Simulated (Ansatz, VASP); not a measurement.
C in VASP and in Ansatz

```xyz
2
Lattice="2.4647 0.0000 0.0000 -1.2324 2.1345 0.0267 0.0000 0.0446 3.5674" Properties=species:S:1:pos:R:3 pbc="T T T"
C     0.0000    1.4230    0.0178
C     1.2324    0.7115    0.0089
```

Change from the starting cell: strain +0.0250 x Voigt [0, 0, 0, 1, 0, 0], atoms carried along.

Alike in both runs: task single point; functional PBE; dispersion D3(BJ); k mesh 30 × 30 × 18; occupations gaussian, width 0.15 eV; no spin polarisation.

|  | VASP | Ansatz |
| --- | --- | --- |
| version | VASP 6.6.1 | Ansatz 0.2.0 |
| potentials or method | VASP PAW PBE potentials, release 64 (C), cutoff 520 eV | scalar-relativistic, plane waves, PAW |
| valence electrons in the cell | 8 | 8 |

```csv
,VASP,Ansatz,Ansatz less VASP
gap on the k mesh at the Fermi level (eV),none,none,-
pressure (GPa),0.4,0.0,-0.42
"traceless stress, the component that is largest in VASP (GPa)",-0.41,0.10,+0.508
```

A gap of «none» marks a metal or a gap that the smearing closes.
